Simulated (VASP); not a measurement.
Ba3SbP:

```
Ba Sb P
1.0
     6.11318    0.00000    0.00000
     0.00000    6.11318    0.00000
     0.00000    0.00000    6.11318
Ba Sb P
3 1 1
Direct
  0.00000 0.50000 0.50000
  0.50000 0.00000 0.50000
  0.50000 0.50000 0.00000
  0.00000 0.00000 0.00000
  0.50000 0.50000 0.50000
```

Base run:

- Program: VASP 6.6.1
- Functional: PBE
- Potentials or basis: VASP PAW PBE potentials, release 64 (Ba_sv, Sb, P)
- Cutoff: 520 eV
- k mesh: 4 × 4 × 4
- Occupations: gaussian, width 0.1 eV
- Spin: no spin polarisation

Its results: band gap on the k mesh 0.29 eV, direct; pressure -0.1 GPa.

The run is repeated on the same cell with these changes: functional from PBE to BLYP; k mesh from 4 × 4 × 4 to 2 × 2 × 2. What comes out?

Band gap on the k mesh 0.34 eV, direct; pressure 2.0 GPa.

Several settings changed at once, so the effect can't be laid on one alone.

Caveats: some runs use coarse meshes; spin-orbit coupling is left out, which moves the levels of the heavy elements; the PAW data sets were made with another functional, which shifts forces and pressure a little (some runs).

A k mesh can miss the band edges.
